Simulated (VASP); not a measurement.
# Ta (P6_3/mmc) in VASP: further runs

The runs below take Ta through single point, with r2SCAN.

Program: VASP 6.6.1. These are calculated values, not measurements. Logs are shortened: lines on timing, memory, paths and dates and some standing lists are left out, and cuts for length are marked.

## (1) The cell of the first run

The structure is hexagonal, space group P6_3/mmc (No. 194). Conventional cell: a = 2.886 Å, b = 2.886 Å, c = 5.105 Å, α = 90.00°, β = 90.00°, γ = 120.00°. Ta (site symmetry -6m2) has 12 Ta at 2.89 to 3.05 Å within 3.8 Å.

## (2) Single point, r2SCAN

Contents of POSCAR:

```
Ta
1.0
    2.8863117382      0.0000000000      0.0000000000
   -1.4431558691      2.4996192885      0.0000000000
    0.0000000000      0.0000000000      5.1050852414
Ta
2
Direct
    0.3333333333      0.6666666667      0.7500000000
    0.6666666667      0.3333333333      0.2500000000
```

Contents of INCAR.step1:

```
SYSTEM = Ta
PREC = Accurate
ENCUT = 520
ISMEAR = 0
SIGMA = 0.05
LREAL = .FALSE.
LASPH = .TRUE.
NELM = 60
NBANDS = 18
GGA = PE
ALGO = Normal
EDIFF = 1E-4
LWAVE = .TRUE.
LCHARG = .FALSE.
```

Contents of INCAR.step2:

```
SYSTEM = Ta
PREC = Accurate
ENCUT = 520
EDIFF = 1E-6
ISMEAR = 0
SIGMA = 0.05
LREAL = .FALSE.
LASPH = .TRUE.
NELM = 60
ALGO = Normal
ISIF = 2
LWAVE = .FALSE.
LCHARG = .FALSE.
METAGGA = R2SCAN
LMIXTAU = .TRUE.
NBANDS = 18
ISTART = 1
```

Contents of KPOINTS:

```
Automatic mesh
0
G
  16 16 8
  0 0 0
```

Potentials or basis: VASP PAW PBE potentials, release 64 (Ta_pv).

Run with:

```bash
$ cat potpaw_PBE.64/Ta_pv/POTCAR > POTCAR
$ cp INCAR.step1 INCAR
$ mpirun -np 1 vasp_std > vasp.out
$ cp INCAR.step2 INCAR
$ mpirun -np 1 vasp_std > vasp.out
```

OUTCAR:

```text
SYSTEM = Ta
   PREC = Accurate
   ENCUT = 520
   EDIFF = 1E-6
   ISMEAR = 0
   LREAL = .FALSE.
   LASPH = .TRUE.
   NELM = 60
   ISIF = 2
   METAGGA = R2SCAN
   ISTART = 1

 ion  position               nearest neighbor table
   1  0.333  0.667  0.750-   2 3.05   2 3.05   2 3.05   2 3.05   2 3.05   2 3.05
   2  0.667  0.333  0.250-   1 3.05   1 3.05   1 3.05   1 3.05   1 3.05   1 3.05

  LATTYP: Found a hexagonal cell.
 ALAT       =     2.8863117382
 C/A-ratio  =     1.7687227522

  Lattice vectors:

 A1 = (   2.8863117382,   0.0000000000,   0.0000000000)
 A2 = (  -1.4431558691,   2.4996192885,   0.0000000000)
 A3 = (   0.0000000000,   0.0000000000,   5.1050852414)

Analysis of symmetry for initial positions (statically):
=====================================================================
 Subroutine PRICEL returns:
 Original cell was already a primitive cell.

 Routine SETGRP: Setting up the symmetry group for a
 hexagonal supercell.

 Subroutine GETGRP returns: Found 24 space group operations
 (whereof 12 operations were pure point group operations)
 out of a pool of 24 trial point group operations.

The static configuration has the point symmetry D_3d.
 The point group associated with its full space group is D_6h.

Analysis of symmetry for dynamics (positions and initial velocities):
=====================================================================
 Subroutine PRICEL returns:
 Original cell was already a primitive cell.

 Routine SETGRP: Setting up the symmetry group for a
 hexagonal supercell.

 Subroutine GETGRP returns: Found 24 space group operations
 (whereof 12 operations were pure point group operations)
 out of a pool of 24 trial point group operations.

The dynamic configuration has the point symmetry D_3d.
 The point group associated with its full space group is D_6h.

 Subroutine INISYM returns: Found 24 space group operations
 (whereof 12 operations are pure point group operations),
 and found     1 'primitive' translations

----------------------------------------------------------------------------------------

                                     Primitive cell

  volume of cell :      36.8316

  direct lattice vectors                    reciprocal lattice vectors
     2.886311738  0.000000000  0.000000000     0.346462922  0.200030462  0.000000000
    -1.443155869  2.499619288  0.000000000     0.000000000  0.400060923  0.000000000
     0.000000000  0.000000000  5.105085241     0.000000000  0.000000000  0.195883115

  length of vectors
     2.886311738  2.886311738  5.105085241     0.400060923  0.400060923  0.195883115

  position of ions in fractional coordinates (direct lattice)
     0.333333333  0.666666667  0.750000000
     0.666666667  0.333333333  0.250000000

  ion indices of the primitive-cell ions
   primitive index   ion index
                 1           1
                 2           2

----------------------------------------------------------------------------------------

 KPOINTS: Automatic mesh

Automatic generation of k-mesh.
 Grid dimensions read from file:
 generate k-points for:   16   16    8

 Generating k-lattice:

  Cartesian coordinates                     Fractional coordinates (reciprocal lattice)
     0.021653933  0.012501904  0.000000000     0.062500000  0.000000000  0.000000000
     0.000000000  0.025003808  0.000000000     0.000000000  0.062500000  0.000000000
     0.000000000  0.000000000  0.024485389     0.000000000  0.000000000  0.125000000

  Length of vectors
     0.025003808  0.025003808  0.024485389

  Shift w.r.t. Gamma in fractional coordinates (k-lattice)
     0.000000000  0.000000000  0.000000000

 Subroutine IBZKPT returns following result:
 ===========================================

 Found    150 irreducible k-points:

 Following reciprocal coordinates:
            Coordinates               Weight
  0.000000  0.000000  0.000000      1.000000
  0.062500  0.000000  0.000000      6.000000
  0.125000  0.000000  0.000000      6.000000
  0.187500 -0.000000  0.000000      6.000000
  0.250000  0.000000  0.000000      6.000000
  0.312500 -0.000000  0.000000      6.000000
[... 16 lines left out ...]
  0.187500  0.187500  0.000000      6.000000
  0.250000  0.187500  0.000000     12.000000
 [... further k-points ...]
   k-points           NKPTS =    150   k-points in BZ     NKDIM =    150   number of bands    NBANDS=     18
   number of dos      NEDOS =    301   number of ions     NIONS =      2
   total plane-waves  NPLWV =  23040
   dimension x,y,z NGX =    24 NGY =   24 NGZ =   40
   dimension x,y,z NGXF=    48 NGYF=   48 NGZF=   80
   ions per type =               2
   NGX,Y,Z   is equivalent  to a cutoff of  13.82, 13.82, 13.03 a.u.
   NGXF,Y,Z  is equivalent  to a cutoff of  27.65, 27.65, 26.05 a.u.
 SYSTEM =  Ta
   PREC   = accura    normal or accurate (medium, high low for compatibility)
   ISTART =      1    job   : 0-new  1-cont  2-samecut
   ICHARG =      0    charge: 1-file 2-atom 10-const
   ISPIN  =      1    spin polarized calculation?
   LNONCOLLINEAR =      F non collinear calculations
   LSORBIT =      F    spin-orbit coupling
   LASPH  =      T    aspherical Exc in radial PAW
   ENCUT  =  520.0 eV  38.22 Ry    6.18 a.u.   5.37  5.37  9.49*2*pi/ulx,y,z
   NELM   =     60;   NELMIN=  2; NELMDL=  0     # of ELM steps
   EDIFF  = 0.1E-05   stopping-criterion for ELM
   LREAL  =      F    real-space projection
   EDIFFG = 0.1E-04   stopping-criterion for IOM
   NSW    =      0    number of steps for IOM
   IBRION =     -1    ionic relax: 0-MD 1-quasi-New 2-CG
   NFREE  =      0    steps in history (QN), initial steepest desc. (CG)
   ISIF   =      2    stress and relaxation
   ISYM   =      2    0-nonsym 1-usesym 2-fastsym
   POTIM  = 0.5000    time-step for ionic-motion
   TEBEG  =    0.0;   TEEND  =   0.0 temperature during run
   PSTRESS=    0.0 pullay stress
   NELECT =      22.0000    total number of electrons
   NUPDOWN=      -1.0000    fix difference up-down
   EMIN   =  10.00;   EMAX   =-10.00  energy-range for DOS
   EFERMI =   0.00;   METHOD = LEGACY
   ISMEAR =     0;   SIGMA  =   0.05  broadening in eV -4-tet -1-fermi 0-gaus
   EFERMI_NEDOS =   21; number of points for ismear=-14 and -15
   IALGO  =     38    algorithm
   IMIX   =      4    mixing-type and parameters
     AMIX     =   0.40;   BMIX     =  1.00
     AMIX_MAG =   1.60;   BMIX_MAG =  1.00
  volume/ion in A,a.u.               =      18.42       124.28
  Fermi-wavevector in a.u.,A,eV,Ry     =   1.378719  2.605401 25.862845  1.900865
  Thomas-Fermi vector in A             =   2.503754
   LORBIT       =      0    0 simple, 1 ext, 2 COOP (PROOUT), +10 PAW based schemes
   METAGGA = R2SCAN    functional components
   LHFCALC =     F    Hartree Fock is set to
   AEXX    =    0.0000 exact exchange contribution
   IVDW    =     0    specifies the selected vdW correction
   LEPSILON=     F    determine dielectric tensor
   LRPA    =     F    only Hartree local field effects (RPA)
 non-spin polarized calculation
 Gauss-broadening in eV      SIGMA  =   0.05
  energy-cutoff  :      520.00
  volume of cell :       36.83
 maximum number of plane-waves:      1021
 NGX is ok and might be reduce to    24
   NGX = 11   NGY = 11   NGZ = 19

 number of electron      22.0000002 magnetization

 Free energy of the ion-electron system (eV)
  ---------------------------------------------------
  ext. energy  EPLUGINS =         0.00000000
  ---------------------------------------------------
  free energy    TOTEN  =       -96.55797679 eV

  energy without entropy =      -96.55539900  energy(sigma->0) =      -96.55668790

 E-fermi :   5.6108     XC(G=0): -13.6243

 val. band max:        5.6099891666   @ k =   0.1875   0.0625   0.3750
 cond. band min:       5.6166844157   @ k =   0.1875  -0.0000   0.0000
 fundamental gap:      0.0066952491
 Fermi energy:         5.6107562968

 k-point     1 :       0.0000    0.0000    0.0000
  band No.  band energies     occupation
      1     -30.1679      2.00000
      2     -29.2287      2.00000
      3     -29.1414      2.00000
      4     -29.1414      2.00000
      5     -29.0469      2.00000
      6     -29.0469      2.00000
[... 10 lines left out ...]
     17      11.2064      0.00000
     18      11.2064      0.00000

 k-point     2 :       0.0625    0.0000    0.0000
  band No.  band energies     occupation
      1     -30.1538      2.00000
      2     -29.2305      2.00000
      3     -29.1863      2.00000
      4     -29.1536      2.00000
      5     -29.0931      2.00000
      6     -29.0549      2.00000
[... 10 lines left out ...]
     17      11.2776      0.00000
     18      11.5471      0.00000

 k-point     3 :       0.1250    0.0000    0.0000
  band No.  band energies     occupation
      1     -30.1126      2.00000
      2     -29.3136      2.00000
      3     -29.2366      2.00000
      4     -29.2221      2.00000
      5     -29.1878      2.00000
      6     -29.0780      2.00000
[... 10 lines left out ...]
     17      11.4290      0.00000
     18      12.3423      0.00000

 k-point     4 :       0.1875   -0.0000    0.0000
  band No.  band energies     occupation
      1     -30.0480      2.00000
      2     -29.5020      2.00000
      3     -29.4090      2.00000
      4     -29.2483      2.00000
      5     -29.2377      2.00000
      6     -29.1133      2.00000
[... 375 lines left out ...]
      4     -29.5422      2.00000
      5     -29.4012      2.00000
      6     -29.3783      2.00000
[... 10 lines left out ...]
     17      13.8534      0.00000
     18      14.7860      0.00000

 k-point    23 :       0.1875    0.1875    0.0000
  band No.  band energies     occupation
      1     -29.8612      2.00000
      2     -29.8532      2.00000
      3     -29.8477      2.00000
      4     -29.4168      2.00000
      5     -29.3155      2.00000
      6     -29.3027      2.00000
[... 10 lines left out ...]
     17      11.1073      0.00000
     18      14.5002      0.00000

 k-point    24 :       0.2500    0.1875    0.0000
  band No.  band energies     occupation
      1     -29.9969      2.00000
      2     -29.9397      2.00000
      3     -29.7681      2.00000
      4     -29.5119      2.00000
      5     -29.3982      2.00000
      6     -29.3379      2.00000
[... 10 lines left out ...]
     17      12.3870      0.00000
     18      15.0526      0.00000

 [... further k-points ...]

------------------------ aborting loop because EDIFF is reached ----------------------------------------

  FORCE on cell =-STRESS in cart. coord.  units (eV):
  Direction    XX          YY          ZZ          XY          YZ          ZX
  --------------------------------------------------------------------------------------
  -------------------------------------------------------------------------------------
  Total        0.2944686      0.2944686      0.3140504      0.0000000      0.0000000      0.0000000
  in kB       12.8094182     12.8094182     13.6612299      0.0000000      0.0000000      0.0000000
  external PRESSURE =      13.0933554 kB  Pullay stress =       0.0000000 kB

 VOLUME and BASIS-vectors are now :
 -----------------------------------------------------------------------------
  energy-cutoff  :      520.00
  volume of cell :       36.83
      direct lattice vectors                 reciprocal lattice vectors
     2.886311738  0.000000000  0.000000000     0.346462922  0.200030462  0.000000000
    -1.443155869  2.499619288  0.000000000     0.000000000  0.400060923  0.000000000
     0.000000000  0.000000000  5.105085241     0.000000000  0.000000000  0.195883115

 POSITION                                       TOTAL-FORCE (eV/Angst)
 -----------------------------------------------------------------------------------
     -0.00000      1.66641      3.82881         0.000000     -0.000000      0.000000
      1.44316      0.83321      1.27627        -0.000000      0.000000      0.000000
 -----------------------------------------------------------------------------------
    total drift:                               -0.000000      0.000000     -0.000000

  FREE ENERGIE OF THE ION-ELECTRON SYSTEM (eV)
  ---------------------------------------------------
  free  energy   TOTEN  =       -96.5579767932 eV

  energy  without entropy=      -96.5553989976  energy(sigma->0) =      -96.55668790
```

Wall time 3.1 min (1 thread of Intel Xeon Platinum 8488C (Sapphire Rapids), shared host); peak memory 0.22 GiB.

What came out:

| Quantity | Value |
| --- | --- |
| Free energy | -96.5580 eV |
| Pressure | 1.3 GPa |
| Band gap on the k mesh | zero (band 11 reaches 7.09 eV, above the bottom of band 12 at 4.83 eV) |

Levels at points of the mesh, in eV from the Fermi level:
```tsv
k point	band 9	band 10	band 11	band 12	band 13	band 14
(0.00, 0.00, 0.00)	-0.53	-0.23	0.69	0.69	1.31	1.31
(0.50, 0.00, 0.00)	-3.53	-0.62	-0.30	0.57	1.01	6.07
(0.00, 0.00, 0.50)	-1.27	-1.27	0.74	0.74	0.74	0.74
(0.50, 0.00, 0.50)	-2.42	-2.42	1.48	1.48	2.88	2.88
```

Caveat: the PAW data sets were made with another functional, which shifts forces and pressure a little; spin-orbit coupling is left out, which moves the levels of the heavy elements.

[end of part 1 of 2]
